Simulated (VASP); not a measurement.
RbCl: relaxation of cell and atoms with PBE

Crystal: RbCl.

```
Rb Cl
1.0
     0.00000    3.31844    3.31844
     3.31844    0.00000    3.31844
     3.31844    3.31844    0.00000
Rb Cl
1 1
Direct
  0.00000 0.00000 0.00000
  0.50000 0.50000 0.50000
```

```
Program                : VASP 6.6.1
Task                   : relaxation of cell and atoms
Functional             : PBE
Potentials or basis    : VASP PAW PBE potentials, release 64 (Rb_sv, Cl)
Cutoff                 : 500 eV
k mesh                 : 6 × 6 × 6
Occupations            : gaussian, width 0.02 eV
Spin                   : no spin polarisation
Dipole correction      : no
Further INCAR settings : ALGO = Normal; EDIFF = 1e-07; IBRION = 2; EDIFFG = -0.005; NSW = 100; ISIF = 3
```

```json
{"Relaxed volume": "37.57 Å³/atom", "Relaxed cell": "a = 4.737 Å, b = 4.737 Å, c = 4.737 Å, α = 60.00°, β = 60.00°, γ = 60.00°", "Space group after relaxing (to 0.1 Å)": "Fm-3m (No. 225)", "Energy gained by relaxing": "1.3 meV/atom", "Ionic steps": "3", "Pressure after relaxing": "0.0 GPa", "Band gap on the k mesh": "4.83 eV"}
```

Step by step:
| step | energy change (eV) | largest force (eV/Å) | pressure (GPa) | volume (Å³) |
| --- | --- | --- | --- | --- |
| 1 | 0.0000 | 0.0000 | 0.42 | 73.09 |
| 2 | -0.0020 | 0.0000 | 0.20 | 74.11 |
| 3 | -0.0026 | 0.0000 | -0.01 | 75.14 |

Final structure:
```
CELL_PARAMETERS angstrom
0.00000 3.34926 3.34926
3.34926 0.00000 3.34926
3.34926 3.34926 0.00000
ATOMIC_POSITIONS crystal
Rb 0.00000 0.00000 0.00000
Cl 0.50000 0.50000 0.50000
```

Levels at points of the mesh, in eV from the valence-band top:
| k point | band 4 | band 5 | band 6 | band 7 | band 8 | band 9 | band 10 | band 11 | band 12 |
| --- | --- | --- | --- | --- | --- | --- | --- | --- | --- |
| (0.00, 0.00, 0.00) | -8.10 | -8.10 | 0.00 | 0.00 | 0.00 | 4.83 | 7.95 | 7.95 | 7.95 |
| (0.50, 0.00, 0.00) | -8.11 | -8.09 | -0.79 | -0.30 | -0.30 | 7.57 | 7.78 | 9.96 | 9.96 |
| (0.50, 0.50, 0.00) | -8.18 | -8.18 | -0.32 | -0.10 | -0.10 | 6.24 | 7.83 | 9.42 | 9.95 |

Wall time 38 s on 1 thread of Intel Xeon 8259CL, on a shared host, peak memory 0.21 GiB.

PBE usually gives volumes a little too large and moduli too small. Zero-point motion and thermal expansion aren't in these numbers.
